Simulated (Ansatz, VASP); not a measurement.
## Ni: VASP beside Ansatz

INCAR

```
SYSTEM = Ni
ALGO = Normal
EDIFF = 1E-6
ENCUT = 520
GGA = PS
ISIF = 2
ISMEAR = -1
ISPIN = 2
LASPH = .True.
LCHARG = .False.
LMAXMIX = 4
LORBIT = 11
LREAL = .False.
LWAVE = .False.
MAGMOM = 1 1
NBANDS = 21
NELM = 150
PREC = Accurate
SIGMA = 0.1
```

KPOINTS

```
k-points
0
Gamma
  18 18 10
  0 0 0
```

POSCAR

```
Ni
1.0
    2.0640464588      0.0000000000      0.0000000000
   -1.0320232294      1.7875166679      0.0000000000
    0.0000000000      0.0000000000      3.3918345966
Ni
2
Direct
    0.3333333333      0.6666666667      0.2500000000
    0.6666666667      0.3333333333      0.7500000000
```

Input for Ansatz:

```yaml
crystal:
  lattice:
    - [2.0640464588, 0.0, 0.0]
    - [-1.0320232294, 1.7875166679, 0.0]
    - [0.0, 0.0, 3.3918345966]
  atoms:
    - { symbol: Ni, position: [0.3333333333, 0.6666666667, 0.25], spin: 1.0 }
    - { symbol: Ni, position: [0.6666666667, 0.3333333333, 0.75], spin: 1.0 }
magnetization:
  spin_polarized: true
kpoints:
  mp_grid: { grid: [18, 18, 10] }
scf:
  occupations: { method: fermi_dirac, width: 0.1 }
hamiltonian:
  xc: pbesol
  pseudopotentials: { kind: all_electron, lapw: { basis_error: 0.001 } }
output:
  forces: true
  stress: true
  eigenvalues: true
  populations: true
```

Change from the starting cell: volume scaled by 0.6, LAPW.

Alike in both runs: task single point; functional PBEsol; k mesh 18 × 18 × 10; occupations fermi-dirac, width 0.1 eV; collinear spin.

```csv
,VASP,Ansatz
version,VASP 6.6.1,Ansatz 0.2.0
potentials or method,"VASP PAW PBE potentials, release 64 (Ni), cutoff 520 eV","all-electron LAPW, scalar-relativistic"
```

|  | VASP | Ansatz | Ansatz less VASP |
| --- | --- | --- | --- |
| pressure (GPa) | 390.2 | 389.6 | -0.56 |
| traceless stress, the component that is largest in VASP (GPa) | 0.10 | -0.07 | -0.173 |
| net moment per atom (μB) | 0.36 | 0.37 | +0.010 |
| size of the moment on the site where the two differ most (μB) | 0.34 | 0.38 | +0.040 |

VASP's potentials were made for PBE, not for PBEsol. Site moments also hang on the region over which each program counts them. Both programs put the cell under a high pressure, so it lies far from rest at this level. Ansatz ran all-electron here, and VASP with PAW potentials.

Noted on VASP's run: the cell as given lies far from equilibrium.
